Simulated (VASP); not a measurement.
# S (P6/mmm) in VASP: further runs

The runs below take S through single point, relaxation of cell and atoms, with PBE.

Program: VASP 6.6.1. These are calculated values, not measurements. Logs are shortened: lines on timing, memory, paths and dates and some standing lists are left out, and cuts for length are marked.

## 1. The cell of the first run

The structure is hexagonal, space group P6/mmm (No. 191). The conventional cell has a = 3.990 Å, b = 3.990 Å, c = 4.488 Å, α = 90.00°, β = 90.00°, γ = 120.00°. Within 3.0 Å of S (site symmetry -6m2) lie 3 S at 2.30 Å.

## 2. Single point, PBE

INCAR reads:

```
SYSTEM = S
  PREC = Accurate
  ENCUT = 520
  EDIFF = 1E-6
  ISMEAR = 0
  SIGMA = 0.1
  LREAL = .FALSE.
  LASPH = .TRUE.
  NELM = 100
  ALGO = Normal
  ISIF = 2
  LWAVE = .FALSE.
  LCHARG = .FALSE.
  GGA = PE
  NBANDS = 13
```

KPOINTS reads:

```
regular mesh
0
G
  18 18 12
  0 0 0
```

POSCAR reads:

```
S
1.0
    3.9901993289      0.0000000000      0.0000000000
   -1.9950996644      3.4556139850      0.0000000000
    0.0000000000      0.0000000000      4.4880042324
S
2
Direct
    0.3333333333      0.6666666667      0.5000000000
    0.6666666667      0.3333333333      0.5000000000
```

Potentials or basis: VASP PAW PBE potentials, release 64 (S).

On the command line:

```console
$ cat potpaw_PBE.64/S/POTCAR > POTCAR
$ mpirun -np 1 vasp_std > vasp.out
```

OUTCAR:

```text
SYSTEM = S
   PREC = Accurate
   ENCUT = 520
   EDIFF = 1E-6
   ISMEAR = 0
   LREAL = .FALSE.
   LASPH = .TRUE.
   NELM = 100
   ISIF = 2
   GGA = PE

 ion  position               nearest neighbor table
   1  0.333  0.667  0.500-   2 2.30   2 2.30   2 2.30
   2  0.667  0.333  0.500-   1 2.30   1 2.30   1 2.30

  LATTYP: Found a hexagonal cell.
 ALAT       =     3.9901993289
 C/A-ratio  =     1.1247569012

  Lattice vectors:

 A1 = (   3.9901993289,   0.0000000000,   0.0000000000)
 A2 = (  -1.9950996644,   3.4556139850,   0.0000000000)
 A3 = (   0.0000000000,   0.0000000000,   4.4880042324)

Analysis of symmetry for initial positions (statically):
=====================================================================
 Subroutine PRICEL returns:
 Original cell was already a primitive cell.

 Routine SETGRP: Setting up the symmetry group for a
 hexagonal supercell.

 Subroutine GETGRP returns: Found 24 space group operations
 (whereof 24 operations were pure point group operations)
 out of a pool of 24 trial point group operations.

The static configuration has the point symmetry D_6h.

Analysis of symmetry for dynamics (positions and initial velocities):
=====================================================================
 Subroutine PRICEL returns:
 Original cell was already a primitive cell.

 Routine SETGRP: Setting up the symmetry group for a
 hexagonal supercell.

 Subroutine GETGRP returns: Found 24 space group operations
 (whereof 24 operations were pure point group operations)
 out of a pool of 24 trial point group operations.

The dynamic configuration has the point symmetry D_6h.

 Subroutine INISYM returns: Found 24 space group operations
 (whereof 24 operations are pure point group operations),
 and found     1 'primitive' translations

----------------------------------------------------------------------------------------

                                     Primitive cell

  volume of cell :      61.8832

  direct lattice vectors                    reciprocal lattice vectors
     3.990199329  0.000000000  0.000000000     0.250614046  0.144692087  0.000000000
    -1.995099664  3.455613985  0.000000000     0.000000000  0.289384174  0.000000000
     0.000000000  0.000000000  4.488004232     0.000000000  0.000000000  0.222816189

  length of vectors
     3.990199329  3.990199329  4.488004232     0.289384174  0.289384174  0.222816189

  position of ions in fractional coordinates (direct lattice)
     0.333333333  0.666666667  0.500000000
     0.666666667  0.333333333  0.500000000

  ion indices of the primitive-cell ions
   primitive index   ion index
                 1           1
                 2           2

----------------------------------------------------------------------------------------

 KPOINTS: regular mesh

Automatic generation of k-mesh.
 Grid dimensions read from file:
 generate k-points for:   18   18   12

 Generating k-lattice:

  Cartesian coordinates                     Fractional coordinates (reciprocal lattice)
     0.013923003  0.008038449  0.000000000     0.055555556  0.000000000  0.000000000
     0.000000000  0.016076899  0.000000000     0.000000000  0.055555556  0.000000000
     0.000000000  0.000000000  0.018568016     0.000000000  0.000000000  0.083333333

  Length of vectors
     0.016076899  0.016076899  0.018568016

  Shift w.r.t. Gamma in fractional coordinates (k-lattice)
     0.000000000  0.000000000  0.000000000

 Subroutine IBZKPT returns following result:
 ===========================================

 Found    259 irreducible k-points:

 Following reciprocal coordinates:
            Coordinates               Weight
  0.000000  0.000000  0.000000      1.000000
  0.055556  0.000000  0.000000      6.000000
  0.111111  0.000000  0.000000      6.000000
  0.166667  0.000000  0.000000      6.000000
  0.222222 -0.000000  0.000000      6.000000
  0.277778  0.000000  0.000000      6.000000
[... 16 lines left out ...]
  0.333333  0.111111  0.000000     12.000000
  0.388889  0.111111  0.000000     12.000000
 [... further k-points ...]
   k-points           NKPTS =    259   k-points in BZ     NKDIM =    259   number of bands    NBANDS=     13
   number of dos      NEDOS =    301   number of ions     NIONS =      2
   total plane-waves  NPLWV =  32400
   dimension x,y,z NGX =    30 NGY =   30 NGZ =   36
   dimension x,y,z NGXF=    60 NGYF=   60 NGZF=   72
   ions per type =               2
   NGX,Y,Z   is equivalent  to a cutoff of  12.50, 12.50, 13.34 a.u.
   NGXF,Y,Z  is equivalent  to a cutoff of  25.00, 25.00, 26.67 a.u.
 SYSTEM =  S
   PREC   = accura    normal or accurate (medium, high low for compatibility)
   ISTART =      0    job   : 0-new  1-cont  2-samecut
   ICHARG =      2    charge: 1-file 2-atom 10-const
   ISPIN  =      1    spin polarized calculation?
   LNONCOLLINEAR =      F non collinear calculations
   LSORBIT =      F    spin-orbit coupling
   LASPH  =      T    aspherical Exc in radial PAW
   ENCUT  =  520.0 eV  38.22 Ry    6.18 a.u.   7.42  7.42  8.34*2*pi/ulx,y,z
   NELM   =    100;   NELMIN=  2; NELMDL= -5     # of ELM steps
   EDIFF  = 0.1E-05   stopping-criterion for ELM
   LREAL  =      F    real-space projection
   EDIFFG = 0.1E-04   stopping-criterion for IOM
   NSW    =      0    number of steps for IOM
   IBRION =     -1    ionic relax: 0-MD 1-quasi-New 2-CG
   NFREE  =      0    steps in history (QN), initial steepest desc. (CG)
   ISIF   =      2    stress and relaxation
   ISYM   =      2    0-nonsym 1-usesym 2-fastsym
   POTIM  = 0.5000    time-step for ionic-motion
   TEBEG  =    0.0;   TEEND  =   0.0 temperature during run
   PSTRESS=    0.0 pullay stress
   NELECT =      12.0000    total number of electrons
   NUPDOWN=      -1.0000    fix difference up-down
   EMIN   =  10.00;   EMAX   =-10.00  energy-range for DOS
   EFERMI =   0.00;   METHOD = LEGACY
   ISMEAR =     0;   SIGMA  =   0.10  broadening in eV -4-tet -1-fermi 0-gaus
   EFERMI_NEDOS =   21; number of points for ismear=-14 and -15
   IALGO  =     38    algorithm
   IMIX   =      4    mixing-type and parameters
     AMIX     =   0.40;   BMIX     =  1.00
     AMIX_MAG =   1.60;   BMIX_MAG =  1.00
  volume/ion in A,a.u.               =      30.94       208.80
  Fermi-wavevector in a.u.,A,eV,Ry     =   0.947569  1.790646 12.216497  0.897887
  Thomas-Fermi vector in A             =   2.075675
   LORBIT       =      0    0 simple, 1 ext, 2 COOP (PROOUT), +10 PAW based schemes
   GGA     = PE    functional components
   LHFCALC =     F    Hartree Fock is set to
   AEXX    =    0.0000 exact exchange contribution
   IVDW    =     0    specifies the selected vdW correction
   LEPSILON=     F    determine dielectric tensor
   LRPA    =     F    only Hartree local field effects (RPA)
 non-spin polarized calculation
 Gauss-broadening in eV      SIGMA  =   0.10
  energy-cutoff  :      520.00
  volume of cell :       61.88
 maximum number of plane-waves:      1696
 NGX is ok and might be reduce to    30
   NGX = 15   NGY = 15   NGZ = 17

 number of electron      12.0000003 magnetization

 Free energy of the ion-electron system (eV)
  ---------------------------------------------------
  ext. energy  EPLUGINS =         0.00000000
  ---------------------------------------------------
  free energy    TOTEN  =        -6.63286284 eV

  energy without entropy =       -6.62257955  energy(sigma->0) =       -6.62772120

 E-fermi :   1.4620     XC(G=0):  -7.3069

 val. band max:        1.4585551415   @ k =   0.2222   0.0556   0.0833
 cond. band min:       1.4662869799   @ k =   0.1667   0.1111   0.3333
 fundamental gap:      0.0077318385
 Fermi energy:         1.4619564849

 k-point     1 :       0.0000    0.0000    0.0000
  band No.  band energies     occupation
      1     -14.7509      2.00000
      2      -7.1672      2.00000
      3      -4.1310      2.00000
      4      -4.1310      2.00000
      5      -2.7276      2.00000
      6       1.2807      1.98963
      7       1.2807      1.98963
      8       2.5473      0.00000
      9       5.1043      0.00000
     10       9.3853      0.00000
     11      11.1724      0.00000
     12      11.1724      0.00000
     13      15.3070      0.00000

 k-point     2 :       0.0556    0.0000    0.0000
  band No.  band energies     occupation
      1     -14.7230      2.00000
      2      -7.3621      2.00000
      3      -4.1663      2.00000
      4      -3.9470      2.00000
      5      -2.7024      2.00000
      6       1.2792      1.99027
      7       1.3707      1.80337
      8       2.4860      0.00000
      9       5.1441      0.00000
     10       9.4959      0.00000
     11      11.1068      0.00000
     12      11.1940      0.00000
     13      14.8163      0.00000

 k-point     3 :       0.1111    0.0000    0.0000
  band No.  band energies     occupation
      1     -14.6397      2.00000
      2      -7.8373      2.00000
      3      -4.2633      2.00000
      4      -3.5139      2.00000
      5      -2.6275      2.00000
      6       1.2936      1.98271
      7       1.6305      0.01715
      8       2.3097      0.00000
      9       5.2610      0.00000
     10       9.8101      0.00000
     11      10.9343      0.00000
     12      11.2243      0.00000
     13      14.3930      0.00000

 k-point     4 :       0.1667    0.0000    0.0000
  band No.  band energies     occupation
      1     -14.5024      2.00000
      2      -8.4352      2.00000
      3      -4.4009      2.00000
      4      -3.0171      2.00000
      5      -2.5044      2.00000
      6       1.3751      1.78064
      7       2.0344      0.00000
      8       2.0388      0.00000
      9       5.4491      0.00000
     10      10.2671      0.00000
     11      10.7051      0.00000
     12      11.1832      0.00000
     13      13.5007      0.00000

 k-point     5 :       0.2222   -0.0000    0.0000
  band No.  band energies     occupation
      1     -14.3141      2.00000
      2      -9.0679      2.00000
      3      -4.5548      2.00000
      4      -2.5820      2.00000
      5      -2.3362      2.00000
      6       1.5874      0.07615
      7       1.6998      0.00077
      8       2.5491      0.00000
      9       5.7015      0.00000
     10      10.4644      0.00000
     11      10.6932      0.00000
     12      11.0268      0.00000
     13      12.6692      0.00000
[... 257 lines left out ...]
 k-point    22 :       0.2778    0.1111    0.0000
  band No.  band energies     occupation
      1     -13.7296      2.00000
      2     -10.4129      2.00000
      3      -5.0730      2.00000
      4      -1.8213      2.00000
      5      -1.6054      2.00000
      6       0.8331      2.00000
      7       2.0485      0.00000
      8       4.2666      0.00000
      9       6.4499      0.00000
     10       9.3245      0.00000
     11       9.6137      0.00000
     12      11.0312      0.00000
     13      11.5868      0.00000

 k-point    23 :       0.3333    0.1111    0.0000
  band No.  band energies     occupation
      1     -13.4424      2.00000
      2     -10.9074      2.00000
      3      -5.1954      2.00000
      4      -1.5725      2.00000
      5      -1.4687      2.00000
      6       0.4775      2.00000
      7       2.5336      0.00000
      8       4.8916      0.00000
      9       6.8022      0.00000
     10       8.7756      0.00000
     11       9.1079      0.00000
     12      10.3582      0.00000
     13      11.5090      0.00000

 k-point    24 :       0.3889    0.1111    0.0000
  band No.  band energies     occupation
      1     -13.1879      2.00000
      2     -11.2888      2.00000
      3      -5.2715      2.00000
      4      -1.4079      2.00000
      5      -1.3547      2.00000
      6       0.1921      2.00000
      7       2.9672      0.00000
      8       5.3607      0.00000
      9       7.0922      0.00000
     10       8.1447      0.00000
     11       8.9750      0.00000
     12       9.8370      0.00000
     13      11.4504      0.00000

 [... further k-points ...]
[... 5 lines left out ...]
  --------------------------------------------------------------------------------------
  -------------------------------------------------------------------------------------
  Total       -0.0422508     -0.0422508     -0.0142207     -0.0000000      0.0000000      0.0000000
  in kB       -1.0938862     -1.0938862     -0.3681779     -0.0000000      0.0000000      0.0000000
  external PRESSURE =      -0.8519834 kB  Pullay stress =       0.0000000 kB

 VOLUME and BASIS-vectors are now :
 -----------------------------------------------------------------------------
  energy-cutoff  :      520.00
  volume of cell :       61.88
      direct lattice vectors                 reciprocal lattice vectors
     3.990199329  0.000000000  0.000000000     0.250614046  0.144692087  0.000000000
    -1.995099664  3.455613985  0.000000000     0.000000000  0.289384174  0.000000000
     0.000000000  0.000000000  4.488004232     0.000000000  0.000000000  0.222816189

 POSITION                                       TOTAL-FORCE (eV/Angst)
 -----------------------------------------------------------------------------------
     -0.00000      2.30374      2.24400         0.000000     -0.000000     -0.000000
      1.99510      1.15187      2.24400        -0.000000      0.000000      0.000000
 -----------------------------------------------------------------------------------
    total drift:                               -0.000000      0.000000      0.000000

  FREE ENERGIE OF THE ION-ELECTRON SYSTEM (eV)
  ---------------------------------------------------
  free  energy   TOTEN  =        -6.6328628448 eV

  energy  without entropy=       -6.6225795514  energy(sigma->0) =       -6.62772120
```

It took 2.1 min on 1 thread of AMD EPYC 7R43 (Zen 3), shared host; peak memory 0.24 GiB.

What came out:

- Free energy: -6.6329 eV
- Pressure: -0.1 GPa
- Band gap on the k mesh: zero (band 6 reaches 1.60 eV, above the bottom of band 7 at 1.08 eV)

Caveat: this functional lacks dispersion, which binds the layers, so the pressure and a relaxed spacing across them are unreliable.

## 3. Relaxation of cell and atoms, PBE

INCAR reads:

```
SYSTEM = S
ALGO = Normal
EDIFF = 1E-6
EDIFFG = -0.01
ENCUT = 600
GGA = PE
IBRION = 2
ISIF = 3
ISMEAR = 0
LASPH = .True.
LCHARG = .False.
LREAL = .False.
LWAVE = .False.
NELM = 100
NSW = 100
PREC = Accurate
SIGMA = 0.1
```

KPOINTS reads:

```
k-points
0
Gamma
  18 18 12
  0 0 0
```

POSCAR is that of step 2.

Potentials or basis: VASP PAW PBE potentials, release 64 (S).

On the command line:

```console
$ cat potpaw_PBE.64/S/POTCAR > POTCAR
$ mpirun -np 1 vasp_std > vasp.out
```

It took 3.1 min on 1 thread of AMD EPYC 7R43 (Zen 3), shared host; peak memory 0.26 GiB.

Results (log left out):

| Item | Value |
| --- | --- |
| Free energy | -6.6330 eV |
| Relaxed volume | 30.91 Å³/atom |
| Relaxed cell | a = 3.988 Å, b = 3.988 Å, c = 4.488 Å, α = 90.00°, β = 90.00°, γ = 120.00° |
| Space group after relaxing (to 0.05 Å) | P6/mmm (No. 191) |
| Energy gained by relaxing | 0.0 meV/atom |
| Ionic steps | 3 |
| Pressure after relaxing | 0.0 GPa |
| Band gap on the k mesh | zero (band 6 reaches 1.61 eV, above the bottom of band 7 at 1.10 eV) |

Final structure:
```yaml
crystal:
  lattice:
    - [3.98807, 0.00000, 0.00000]
    - [-1.99404, 3.45377, 0.00000]
    - [0.00000, 0.00000, 4.48770]
  atoms:
    - { symbol: S, position: [0.33333, 0.66667, 0.50000] }
    - { symbol: S, position: [0.66667, 0.33333, 0.50000] }
```

Levels at points of the mesh, in eV from the Fermi level:
```
           k point  band 3  band 4  band 5  band 6  band 7  band 8  band 9  band 10
(0.00, 0.00, 0.00)   -5.60   -5.60   -4.20   -0.18   -0.18    1.09    3.64     7.92
(0.50, 0.00, 0.00)   -6.49   -3.44   -2.81   -1.30    2.37    3.49    6.01     6.35
(0.00, 0.00, 0.50)   -5.58   -5.58   -4.82   -0.14   -0.14    0.85    7.33     8.11
(0.50, 0.00, 0.50)   -6.46   -3.38   -3.31   -1.76    2.40    3.50    6.46     7.14
```

Caveat: this functional lacks dispersion, which binds the layers, so the pressure and a relaxed spacing across them are unreliable.
